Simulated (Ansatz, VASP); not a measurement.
Cs: VASP beside Ansatz

```xyz
1
Lattice="-3.1256 3.1256 3.1256 3.1256 -3.1256 3.1256 3.1256 3.1256 -3.1256" Properties=species:S:1:pos:R:3 pbc="T T T"
Cs    0.0000    0.0000    0.0000
```

Alike in both runs: task single point; functional PBE; k mesh 10 × 10 × 10; occupations gaussian, width 0.05 eV; no spin polarisation.

|  | VASP | Ansatz |
| --- | --- | --- |
| version | VASP 6.6.1 | Ansatz 0.2.0 |
| potentials or method | VASP PAW PBE potentials, release 64 (Cs_sv), cutoff 520 eV | scalar-relativistic, plane waves, PAW |
| valence electrons in the cell | 9 | 9 |

|  | VASP | Ansatz | Ansatz less VASP |
| --- | --- | --- | --- |
| gap on the k mesh at the Fermi level (eV) | none | none | - |
| pressure (GPa) | -0.1 | -0.1 | +0.01 |

A gap of «none» marks a metal or a gap that the smearing closes.

Spin-orbit coupling is off throughout.
